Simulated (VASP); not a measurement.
Zr2HS4, 14 atoms in the cell. The cell holds a slab with vacuum, 14 atoms: a = 7.298 Å, b = 7.298 Å, c = 20.917 Å, α = 90.00°, β = 90.00°, γ = 120.00°. 

* Program: VASP 6.6.1
* Task: single point
* Functional: PBE
* Dispersion: D3(BJ)
* Potentials or basis: VASP PAW PBE potentials, release 64 (S, Zr_sv, H)
* Cutoff: 400 eV
* k mesh: 6 × 6 × 1
* Occupations: gaussian, width 0.05 eV
* Spin: no spin polarisation
* Dipole correction: yes
* Further INCAR settings: ALGO = Normal; EDIFF = 1e-06; NBANDS = 62; NELMDL = -8

Potentials or basis: VASP PAW PBE potentials, release 64 (S, Zr_sv, H).

Run with:

```sh
$ cat potpaw_PBE.64/S/POTCAR potpaw_PBE.64/Zr_sv/POTCAR potpaw_PBE.64/H/POTCAR > POTCAR
$ mpirun -np 1 vasp_std > vasp.out
```

Hardware: 1 thread of Oxide Virtual Turin-like Processor, on a shared host.

Q: How long does it take, and how much memory?

A: Wall time 23 min on 1 thread of Oxide Virtual Turin-like Processor (shared host), peak memory 0.87 GiB. Counts: scf iterations 31, k points 13.
